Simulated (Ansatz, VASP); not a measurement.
Pt: VASP beside Ansatz

INCAR

```
ALGO = Fast
EDIFF = 1E-6
ENCUT = 520
GGA = PS
ISIF = 2
ISMEAR = 0
LASPH = True
LCHARG = True
LELF = True
LREAL = False
LVHAR = True
LWAVE = False
NBANDS = 28
NELM = 80
PREC = Accurate
SIGMA = 0.15
```

File KPOINTS:

```
k-points
0
Gamma
  22 14 14
```

File POSCAR:

```
Pt
1.0
   -2.7251696203      0.0000000000      0.0000000000
    0.0000000000      0.0000000000     -4.7068056308
    0.0000000000     -4.7201322416      0.0000000000
Pt
4
Direct
    0.8532201456      0.2500000000      0.3333333333
    0.3532201456      0.2500000000      0.8333333333
    0.6467798544      0.7500000000      0.1666666667
    0.1467798544      0.7500000000      0.6666666667
```

Input for Ansatz:

```yaml
crystal:
  lattice:
    - [-2.7251696203, 0.0, 0.0]
    - [0.0, 0.0, -4.7068056308]
    - [0.0, -4.7201322416, 0.0]
  atoms:
    - { symbol: Pt, position: [0.8532201456, 0.25, 0.3333333333] }
    - { symbol: Pt, position: [0.3532201456, 0.25, 0.8333333333] }
    - { symbol: Pt, position: [0.6467798544, 0.75, 0.1666666667] }
    - { symbol: Pt, position: [0.1467798544, 0.75, 0.6666666667] }
basis:
  ecutwfc: 420
kpoints:
  mp_grid: { grid: [22, 14, 14] }
hamiltonian:
  xc: pbesol
scf:
  occupations: { method: gaussian, width: 0.15 }
output:
  forces: true
  stress: true
  eigenvalues: true
```

Change from the starting cell: mode 1 (-16.0 1/cm) frozen in, largest displacement -0.400 Å.

Alike in both runs: task single point; functional PBEsol; k mesh 22 × 14 × 14; occupations gaussian, width 0.15 eV; no spin polarisation.

|  | VASP | Ansatz |
| --- | --- | --- |
| version | VASP 6.6.1 | Ansatz 0.2.0 |
| potentials or method | VASP PAW PBE potentials, release 64 (Pt), cutoff 520 eV | scalar-relativistic, plane waves, PAW |
| valence electrons in the cell | 40 | 72 |

```tsv
	VASP	Ansatz	Ansatz less VASP
gap on the k mesh at the Fermi level (eV)	none	none	-
pressure (GPa)	6.0	6.5	+0.49
traceless stress, the component that is largest in VASP (GPa)	13.21	13.32	+0.111
rms of the force components (eV/Å)	0.547	0.551	+0.0043
```

VASP's potentials were made for PBE, not for PBEsol. Atom by atom the forces differ by 0.004 eV/Å (rms over components). A gap of «none» marks a metal or a gap that the smearing closes. VASP's potentials hold 40 valence electrons a cell and Ansatz's 72, so a difference there can come from the potentials and not from the codes.

Spin-orbit coupling is off throughout.
